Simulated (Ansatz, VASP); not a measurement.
# Two plane-wave programs on AlCu3

INCAR

```
SYSTEM = AlCu3
ALGO     = Fast           ! electronic algorithm
EDIFF    = 1E-6           ! SCF threshold, eV
ENCUT    = 520            ! plane-wave cutoff, eV
GGA      = PS             ! functional
ISIF     = 2              ! what is computed and relaxed
ISMEAR   = 0              ! smearing method
LASPH    = .True.         ! aspherical terms in the spheres
LCHARG   = .False.        ! write CHGCAR
LREAL    = .False.        ! projectors in reciprocal space
LWAVE    = .False.        ! write WAVECAR
NBANDS   = 26             ! bands
NELM     = 100            ! most SCF steps
PREC     = Accurate       ! precision mode
SIGMA    = 0.15           ! smearing width, eV
```

KPOINTS

```
k-points
0
Gamma
  14 14 14
  0 0 0
```

The input POSCAR:

```
AlCu3
1.0
    3.6318704092      0.0000000000      0.0000000000
    0.0000000000      3.6318704092      0.0000000000
    0.0000000000      0.0000000000      3.6318704092
Al Cu
1 3
Direct
    0.0054485646      0.0000000000      0.0000000000
    0.5029733770      0.5000000000      0.0000000000
    0.5029733770      0.0000000000      0.5000000000
   -0.0082602066      0.5000000000      0.5000000000
```

Input for Ansatz:

```yaml
crystal:
  lattice:
    - [3.6318704092, 0.0, 0.0]
    - [0.0, 3.6318704092, 0.0]
    - [0.0, 0.0, 3.6318704092]
  atoms:
    - { symbol: Al, position: [0.0054485646, 0.0, 0.0] }
    - { symbol: Cu, position: [0.502973377, 0.5, 0.0] }
    - { symbol: Cu, position: [0.502973377, 0.0, 0.5] }
    - { symbol: Cu, position: [-0.0082602066, 0.5, 0.5] }
basis:
  ecutwfc: 420
kpoints:
  mp_grid: { grid: [14, 14, 14] }
hamiltonian:
  xc: pbesol
scf:
  occupations: { method: gaussian, width: 0.15 }
output:
  forces: true
  stress: true
  eigenvalues: true
```

Change from the starting cell: mode 7 (198.7 1/cm) frozen in, largest displacement +0.030 Å.

Alike in both runs: task single point; functional PBEsol; k mesh 14 × 14 × 14; occupations gaussian, width 0.15 eV; no spin polarisation.

|  | VASP | Ansatz |
| --- | --- | --- |
| version | VASP 6.6.1 | Ansatz 0.2.0 |
| potentials or method | VASP PAW PBE potentials, release 64 (Al, Cu), cutoff 520 eV | scalar-relativistic, plane waves, PAW |
| valence electrons in the cell | 36 | 60 |

```csv
,VASP,Ansatz,Ansatz less VASP
gap on the k mesh at the Fermi level (eV),none,none,-
pressure (GPa),0.4,0.1,-0.34
rms of the force components (eV/Å),0.092,0.092,+0.0001
```

VASP's potentials were made for PBE, not for PBEsol. Atom by atom the forces differ by 0.000 eV/Å (rms over components). A gap of «none» marks a metal or a gap that the smearing closes. VASP's potentials hold 36 valence electrons a cell and Ansatz's 60, so a difference there can come from the potentials and not from the codes.
